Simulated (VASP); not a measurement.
Set up this calculation in VASP 6.6.1, as the native input.

| Item | Value |
| --- | --- |
| Task | single point |
| Functional | r2SCAN0 |
| Potentials or basis | VASP PAW PBE potentials, release 64 (Li_sv) |
| Cutoff | 520 eV |
| k mesh | 6 × 6 × 3 |
| Occupations | fermi-dirac, width 0.1 eV |
| Spin | no spin polarisation |
| Dipole correction | no |
| Grid for exact exchange (PRECFOCK) | Normal |
| Further INCAR settings | ALGO = Normal; EDIFF = 1e-06; NBANDS = 10 |

Li:

```
Li
1.0
     3.09808    0.00000    0.00000
    -1.54904    2.68302    0.00000
     0.00000    0.00000    5.05302
Li
2
Direct
  0.33333 0.66667 0.25000
  0.66667 0.33333 0.75000
```

The input as run:

POSCAR

```
Li
1.0
    3.0980832954      0.0000000000      0.0000000000
   -1.5490416477      2.6830188369      0.0000000000
    0.0000000000      0.0000000000      5.0530177159
Li
2
Direct
    0.3333333333      0.6666666667      0.2500000000
    0.6666666667      0.3333333333      0.7500000000
```

INCAR.step1

```
SYSTEM = Li
PREC = Accurate
ENCUT = 520
EDIFF = 1E-5
ISMEAR = -1
SIGMA = 0.1
LREAL = .FALSE.
LASPH = .TRUE.
NELM = 60
ALGO = Normal
ISIF = 2
LWAVE = .TRUE.
GGA = PE
NBANDS = 10
```

INCAR.step2

```
SYSTEM = Li
PREC = Accurate
ENCUT = 520
EDIFF = 1E-6
ISMEAR = -1
SIGMA = 0.1
LREAL = .FALSE.
LASPH = .TRUE.
NELM = 60
ALGO = Normal
ISIF = 2
LWAVE = .FALSE.
LCHARG = .TRUE.
METAGGA = R2SCAN
LHFCALC = .TRUE.
AEXX = 0.25
LMIXTAU = .TRUE.
PRECFOCK = Normal
LELF = .TRUE.
LVHAR = .TRUE.
ISTART = 1
NBANDS = 10
```

KPOINTS

```
regular mesh
0
G
  6 6 3
  0 0 0
```

Potentials or basis: VASP PAW PBE potentials, release 64 (Li_sv).

Command:

```sh
$ cat potpaw_PBE.64/Li_sv/POTCAR > POTCAR
$ cp INCAR.step1 INCAR
$ mpirun -np 1 vasp_std > vasp.out
$ cp INCAR.step2 INCAR
$ mpirun -np 1 vasp_std > vasp.out
```

Results of the run:

```yaml
Band_gap_on_the_k_mesh: zero (band 3 reaches 3.14 eV, above the bottom of band 4 at -1.80 eV)
```

Caveat: the k points lie up to 0.41 Å⁻¹ apart.

It took 8.6 min on 1 thread of Intel Xeon 8259CL (shared host), peak memory 0.17 GiB.
